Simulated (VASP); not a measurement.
Set up this calculation in VASP 6.6.1, as the native input.

| Item | Value |
| --- | --- |
| Task | relaxation of cell and atoms |
| Functional | PBE |
| Potentials or basis | VASP PAW PBE potentials, release 64 (Ga_d, N) |
| Cutoff | 600 eV |
| k mesh | 12 × 12 × 7 |
| Occupations | fermi-dirac, width 0.1 eV |
| Spin | no spin polarisation |
| Target pressure | 170 GPa |
| Dipole correction | no |
| Further INCAR settings | ALGO = Normal; EDIFF = 1e-06; IBRION = 2; EDIFFG = -0.005; NSW = 60; ISIF = 3 |

The structure of GaN (NiAs type) lies in POSCAR:

```
GaN
1.0
    2.7270224464      0.0000000000      0.0000000000
   -1.3635112232      2.3616707153      0.0000000000
    0.0000000000      0.0000000000      4.2268847920
Ga N
2 2
Direct
    0.0000000000      0.0000000000      0.0000000000
    0.0000000000      0.0000000000      0.5000000000
    0.3333333333      0.6666666667      0.2500000000
    0.6666666667      0.3333333333      0.7500000000
```

One way to write it, as run:

INCAR

```
SYSTEM = GaN
ALGO     = Normal         ! electronic algorithm
EDIFF    = 1E-6           ! SCF threshold, eV
EDIFFG   = -0.005         ! ionic threshold
ENCUT    = 600            ! plane-wave cutoff, eV
GGA      = PE             ! functional
IBRION   = 2              ! ionic algorithm
ISIF     = 3              ! what is computed and relaxed
ISMEAR   = -1             ! smearing method
LASPH    = .True.         ! aspherical terms in the spheres
LCHARG   = .False.        ! write CHGCAR
LREAL    = .False.        ! projectors in reciprocal space
LWAVE    = .False.        ! write WAVECAR
NELM     = 60             ! most SCF steps
NSW      = 60             ! ionic steps
PREC     = Accurate       ! precision mode
PSTRESS  = 1700.0       
SIGMA    = 0.1            ! smearing width, eV
```

KPOINTS

```
k-points
0
Gamma
  12 12 7
  0 0 0
```

Potentials or basis: VASP PAW PBE potentials, release 64 (Ga_d, N).

Launch:

```sh
$ cat potpaw_PBE.64/Ga_d/POTCAR potpaw_PBE.64/N/POTCAR > POTCAR
$ mpirun -np 1 vasp_std > vasp.out
```

Results of the run:

| Item | Value |
| --- | --- |
| Relaxed volume | 6.87 Å³/atom |
| Relaxed cell | a = 2.627 Å, b = 2.627 Å, c = 4.599 Å, α = 90.00°, β = 90.00°, γ = 120.00° |
| Space group after relaxing (to 0.1 Å) | P6_3/mmc (No. 194) |
| Energy change on relaxing (the run minimises the enthalpy) | -276.4 meV/atom |
| Ionic steps | 10 |
| Pressure after relaxing | 169.9 GPa |
| Band gap on the k mesh | 3.17 eV (least direct gap 5.07 eV) |

Caveat: the cell is relaxed towards a set pressure, so the run minimises the enthalpy, not the energy; an odd mesh through Γ misses points on the zone boundary, where band edges can lie.

Run time: 2.1 min on 1 thread of Intel(R) Xeon(R) 6975P-C (Granite Rapids), on a shared host, peak memory 0.19 GiB.
